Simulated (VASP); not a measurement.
# Sb (R-3m) in VASP: further runs

The runs below take Sb through single point, with r2SCAN+D3(BJ).

All numbers are computed with VASP 6.6.1; they aren't measurements. Logs are shortened: lines on timing, memory, paths and dates and some standing lists are left out, and cuts for length are marked.

**1. The cell of the first run**

The structure is trigonal, space group R-3m (No. 166). The conventional cell has a = 4.209 Å, b = 4.209 Å, c = 10.641 Å, α = 90.00°, β = 90.00°, γ = 120.00°. Within 3.8 Å of Sb (site symmetry 3m) lie 6 Sb at 2.86 to 3.17 Å.

**2. Single point, r2SCAN+D3(BJ)**

Input file POSCAR:

```
Sb
1.0
    2.1045780456      1.2150787012      3.5471588728
   -2.1045780456      1.2150787012      3.5471588728
    0.0000000000     -2.4301574023      3.5471588728
Sb
2
Direct
    0.2378099359      0.2378099359      0.2378099359
    0.7621900641      0.7621900641      0.7621900641
```

Input file INCAR.step1:

```
SYSTEM = Sb
PREC = Accurate
ENCUT = 550
ISMEAR = 0
SIGMA = 0.1
LREAL = .False.
LASPH = .True.
NELM = 120
NBANDS = 22
GGA = PE
ALGO = Normal
EDIFF = 1E-5
LWAVE = .True.
LCHARG = .False.
GGA_COMPAT = .False.
```

Input file INCAR.step2:

```
SYSTEM = Sb
PREC = Accurate
ENCUT = 550
EDIFF = 1E-6
ISMEAR = 0
SIGMA = 0.1
LREAL = .False.
LASPH = .True.
NELM = 120
ALGO = Normal
ISIF = 2
LWAVE = .False.
LCHARG = .False.
METAGGA = R2SCAN
LMIXTAU = .True.
IVDW = 12
VDW_S6 = 1.0
VDW_S8 = 0.78981345
VDW_A1 = 0.49484001
VDW_A2 = 5.73083694
NBANDS = 22
ISTART = 1
GGA_COMPAT = .False.
```

Input file KPOINTS:

```
Automatic mesh
0
Gamma
  6 6 6
  0 0 0
```

Potentials or basis: VASP PAW PBE potentials, release 64 (Sb_d_GW).

Run with:

```sh
cat potpaw_PBE.64/Sb_d_GW/POTCAR > POTCAR
cp INCAR.step1 INCAR
mpirun -np 1 vasp_std > vasp.out
cp INCAR.step2 INCAR
mpirun -np 1 vasp_std > vasp.out
```

OUTCAR:

```text
SYSTEM = Sb
   PREC = Accurate
   ENCUT = 550
   EDIFF = 1E-6
   ISMEAR = 0
   LREAL = .False.
   LASPH = .True.
   NELM = 120
   ISIF = 2
   METAGGA = R2SCAN
   IVDW = 12
   ISTART = 1
 IVDW          = 12

 ion  position               nearest neighbor table
   1  0.238  0.238  0.238-   2 2.86   2 2.86   2 2.86   2 3.17   2 3.17   2 3.17
   2  0.762  0.762  0.762-   1 2.86   1 2.86   1 2.86   1 3.17   1 3.17   1 3.17

  LATTYP: Found a trigonal (rhomboedric) cell.
 ALAT       =     4.2997675599
 COS(alpha) =     0.5208515260

  Lattice vectors:

 A1 = (   2.1045780456,   1.2150787012,   3.5471588728)
 A2 = (  -2.1045780456,   1.2150787012,   3.5471588728)
 A3 = (   0.0000000000,  -2.4301574023,   3.5471588728)

Analysis of symmetry for initial positions (statically):
=====================================================================
 Subroutine PRICEL returns:
 Original cell was already a primitive cell.

 Routine SETGRP: Setting up the symmetry group for a
 trigonal (rhombohedral) supercell.

 Subroutine GETGRP returns: Found 12 space group operations
 (whereof 12 operations were pure point group operations)
 out of a pool of 12 trial point group operations.

The static configuration has the point symmetry D_3d.

Analysis of symmetry for dynamics (positions and initial velocities):
=====================================================================
 Subroutine PRICEL returns:
 Original cell was already a primitive cell.

 Routine SETGRP: Setting up the symmetry group for a
 trigonal (rhombohedral) supercell.

 Subroutine GETGRP returns: Found 12 space group operations
 (whereof 12 operations were pure point group operations)
 out of a pool of 12 trial point group operations.

The dynamic configuration has the point symmetry D_3d.

 Subroutine INISYM returns: Found 12 space group operations
 (whereof 12 operations are pure point group operations),
 and found     1 'primitive' translations

----------------------------------------------------------------------------------------

                                     Primitive cell

  volume of cell :      54.4254

  direct lattice vectors                    reciprocal lattice vectors
     2.104578046  1.215078701  3.547158873     0.237577314  0.137165326  0.093971921
    -2.104578046  1.215078701  3.547158873    -0.237577314  0.137165326  0.093971921
     0.000000000 -2.430157402  3.547158873     0.000000000 -0.274330653  0.093971921

[... 80 lines left out ...]
   LASPH  =      T    aspherical Exc in radial PAW
   ENCUT  =  550.0 eV  40.42 Ry    6.36 a.u.   8.22  8.22  8.22*2*pi/ulx,y,z
   NELM   =    120;   NELMIN=  2; NELMDL=  0     # of ELM steps
   EDIFF  = 0.1E-05   stopping-criterion for ELM
   LREAL  =      F    real-space projection
   EDIFFG = 0.1E-04   stopping-criterion for IOM
   NSW    =      0    number of steps for IOM
   IBRION =     -1    ionic relax: 0-MD 1-quasi-New 2-CG
   NFREE  =      0    steps in history (QN), initial steepest desc. (CG)
   ISIF   =      2    stress and relaxation
   ISYM   =      2    0-nonsym 1-usesym 2-fastsym
   POTIM  = 0.5000    time-step for ionic-motion
   TEBEG  =    0.0;   TEEND  =   0.0 temperature during run
   PSTRESS=    0.0 pullay stress
   NELECT =      30.0000    total number of electrons
   NUPDOWN=      -1.0000    fix difference up-down
   EMIN   =  10.00;   EMAX   =-10.00  energy-range for DOS
   EFERMI =   0.00;   METHOD = LEGACY
   ISMEAR =     0;   SIGMA  =   0.10  broadening in eV -4-tet -1-fermi 0-gaus
   EFERMI_NEDOS =   21; number of points for ismear=-14 and -15
   IALGO  =     38    algorithm
   IMIX   =      4    mixing-type and parameters
     AMIX     =   0.40;   BMIX     =  1.00
     AMIX_MAG =   1.60;   BMIX_MAG =  1.00
  volume/ion in A,a.u.               =      27.21       183.64
  Fermi-wavevector in a.u.,A,eV,Ry     =   1.342296  2.536571 24.514395  1.801757
  Thomas-Fermi vector in A             =   2.470461
   LORBIT       =      0    0 simple, 1 ext, 2 COOP (PROOUT), +10 PAW based schemes
   METAGGA = R2SCAN    functional components
   LHFCALC =     F    Hartree Fock is set to
   AEXX    =    0.0000 exact exchange contribution
   IVDW    =    12    specifies the selected vdW correction
   LEPSILON=     F    determine dielectric tensor
   LRPA    =     F    only Hartree local field effects (RPA)
 non-spin polarized calculation
 Gauss-broadening in eV      SIGMA  =   0.10
  energy-cutoff  :      550.00
  volume of cell :       54.43
 maximum number of plane-waves:      1605
 NGX is ok and might be reduce to    36
   NGX = 17   NGY = 17   NGZ = 17

 number of electron      30.0000002 magnetization

 Free energy of the ion-electron system (eV)
  ---------------------------------------------------
  ext. energy  EPLUGINS =         0.00000000
  ---------------------------------------------------
  free energy    TOTEN  =       -51.28194038 eV

  energy without entropy =      -51.28095056  energy(sigma->0) =      -51.28144547

 E-fermi :   6.5539     XC(G=0): -11.2345

 val. band max:        6.4349361245   @ k =   0.5000   0.0000   0.0000
 cond. band min:       6.5766186128   @ k =   0.5000   0.0000   0.0000
 fundamental gap:      0.1416824883
 Fermi energy:         6.5539135976

 k-point     1 :       0.0000    0.0000    0.0000
  band No.  band energies     occupation
      1     -24.0371      2.00000
      2     -24.0371      2.00000
      3     -23.9076      2.00000
      4     -23.9076      2.00000
      5     -23.8859      2.00000
      6     -23.7464      2.00000
[... 589 lines left out ...]
     21      17.9050      0.00000
     22      18.3128      0.00000

 [... further k-points ...]

------------------------ aborting loop because EDIFF is reached ----------------------------------------

 Edisp (eV)   -0.49013

 E8    (eV) :    -0.1796

  FORCE on cell =-STRESS in cart. coord.  units (eV):
  Direction    XX          YY          ZZ          XY          YZ          ZX
  --------------------------------------------------------------------------------------
  -------------------------------------------------------------------------------------
  Total       2.20061     2.20061     2.23617     0.00000     0.00000     0.00000
  in kB      64.78158    64.78158    65.82844     0.00000     0.00000     0.00000
  external pressure =       65.13 kB  Pullay stress =        0.00 kB

 VOLUME and BASIS-vectors are now :
 -----------------------------------------------------------------------------
  energy-cutoff  :      550.00
  volume of cell :       54.43
      direct lattice vectors                 reciprocal lattice vectors
     2.104578046  1.215078701  3.547158873     0.237577314  0.137165326  0.093971921
    -2.104578046  1.215078701  3.547158873    -0.237577314  0.137165326  0.093971921
     0.000000000 -2.430157402  3.547158873     0.000000000 -0.274330653  0.093971921

 POSITION                                       TOTAL-FORCE (eV/Angst)
 -----------------------------------------------------------------------------------
      0.00000      0.00000      2.53065         0.000000      0.000000      0.048409
      0.00000      0.00000      8.11083         0.000000     -0.000000     -0.048409
 -----------------------------------------------------------------------------------
    total drift:                               -0.000000      0.000000     -0.000000

  FREE ENERGIE OF THE ION-ELECTRON SYSTEM (eV)
  ---------------------------------------------------
  free  energy   TOTEN  =       -51.7720686756 eV

  energy  without entropy=      -51.7710788583  energy(sigma->0) =      -51.77157377
```

OUTCAR.step1:

```text
SYSTEM = Sb
   PREC = Accurate
   ENCUT = 550
   ISMEAR = 0
   LREAL = .False.
   LASPH = .True.
[... 823 lines left out ...]
      0.00000      0.00000      2.53065         0.000000      0.000000      0.133292
      0.00000      0.00000      8.11083         0.000000     -0.000000     -0.133292
 -----------------------------------------------------------------------------------
    total drift:                               -0.000000      0.000000     -0.000000

  FREE ENERGIE OF THE ION-ELECTRON SYSTEM (eV)
  ---------------------------------------------------
  free  energy   TOTEN  =        -8.1054359697 eV

  energy  without entropy=       -8.1041938287  energy(sigma->0) =       -8.10481490
```

Run time: 80 s. Hardware: 1 thread of Intel Xeon 6975P-C (Granite Rapids), shared host; peak memory 0.25 GiB.

Results:

```
Free energy                : -51.7721 eV
Pressure                   : 6.5 GPa
Largest force              : 0.048 eV/Å
Band gap on the k mesh     : zero (bands 15 and 16 overlap by 0.70 eV)
Dispersion energy per atom : -0.245 eV
```

Forces on the atoms (eV/Å):
```
Sb   0.000  0.000  0.048
Sb   0.000  0.000 -0.048
```

Caveat: the cell stands under pressure; the PAW data sets were made with another functional, which shifts forces and pressure a little; spin-orbit coupling is left out, which moves the levels of the heavy elements.

**3. Single point, r2SCAN+D3(BJ)**

This run uses another cell than the first one, of 30.05 Å³/atom.

Input file POSCAR:

```
Sb
1.0
    2.1520968984      1.2425137236      3.7458581124
   -2.1520968984      1.2425137236      3.7458581124
    0.0000000000     -2.4850274472      3.7458581124
Sb
2
Direct
    0.2329872375      0.2329872375      0.2329872375
    0.7670127625      0.7670127625      0.7670127625
```

Input file INCAR.step1:

```
SYSTEM = Sb
  ALGO = Normal
  EDIFF = 1E-5
  ENCUT = 550
  GGA = PE
  GGA_COMPAT = .False.
  ISMEAR = 0
  LASPH = .True.
  LCHARG = .False.
  LREAL = .False.
  LWAVE = .True.
  NBANDS = 22
  NELM = 120
  PREC = Accurate
  SIGMA = 0.1
```

Input file INCAR.step2:

```
SYSTEM = Sb
  ALGO = Normal
  EDIFF = 1E-6
  ENCUT = 550
  GGA_COMPAT = .False.
  ISIF = 2
  ISMEAR = 0
  ISTART = 1
  IVDW = 12
  LASPH = .True.
  LCHARG = .False.
  LMIXTAU = .True.
  LREAL = .False.
  LWAVE = .False.
  METAGGA = R2SCAN
  NBANDS = 22
  NELM = 120
  PREC = Accurate
  SIGMA = 0.1
  VDW_A1 = 0.49484001
  VDW_A2 = 5.73083694
  VDW_S6 = 1.0
  VDW_S8 = 0.78981345
```

Input file KPOINTS:

```
k-points
0
Gamma
  6 6 6
  0 0 0
```

Potentials or basis: VASP PAW PBE potentials, release 64 (Sb_d_GW).

Run with:

```sh
cat potpaw_PBE.64/Sb_d_GW/POTCAR > POTCAR
cp INCAR.step1 INCAR
mpirun -np 1 vasp_std > vasp.out
cp INCAR.step2 INCAR
mpirun -np 1 vasp_std > vasp.out
```

Run time: 3.2 min. Hardware: 1 thread of Intel Xeon Platinum 8559C (Emerald Rapids), shared host; peak memory 0.25 GiB.

The run converged. Its results:

```yaml
Free_energy: -51.8981 eV
Pressure: 0.9 GPa
Largest_force: 0.018 eV/Å
Band_gap_on_the_k_mesh: zero (bands 15 and 16 overlap by 0.20 eV)
Dispersion_energy_per_atom: -0.222 eV
```

Forces on the atoms (eV/Å):
```
Sb   0.000  0.000  0.018
Sb   0.000  0.000 -0.018
```

Levels at points of the mesh, in eV from the Fermi level:
| k point | band 11 | band 12 | band 13 | band 14 | band 15 | band 16 | band 17 | band 18 | band 19 | band 20 |
| --- | --- | --- | --- | --- | --- | --- | --- | --- | --- | --- |
| (0.00, 0.00, 0.00) | -13.51 | -4.89 | -2.37 | -2.15 | -2.15 | 2.02 | 2.69 | 2.69 | 5.36 | 5.36 |
| (0.50, 0.00, 0.00) | -11.00 | -10.22 | -2.30 | -2.14 | -0.48 | -0.16 | 0.26 | 0.40 | 8.07 | 8.77 |
| (0.50, 0.50, 0.00) | -10.97 | -8.44 | -5.84 | -4.14 | -4.09 | 1.58 | 5.11 | 5.79 | 7.30 | 9.40 |
| (0.50, 0.50, 0.50) | -11.88 | -9.50 | -1.63 | -1.63 | -0.44 | -0.03 | -0.03 | 1.16 | 7.44 | 9.22 |

Caveat: the PAW data sets were made with another functional, which shifts forces and pressure a little; spin-orbit coupling is left out, which moves the levels of the heavy elements.

The gap in the log of VASP goes by the Fermi energy; the results here count the filled bands.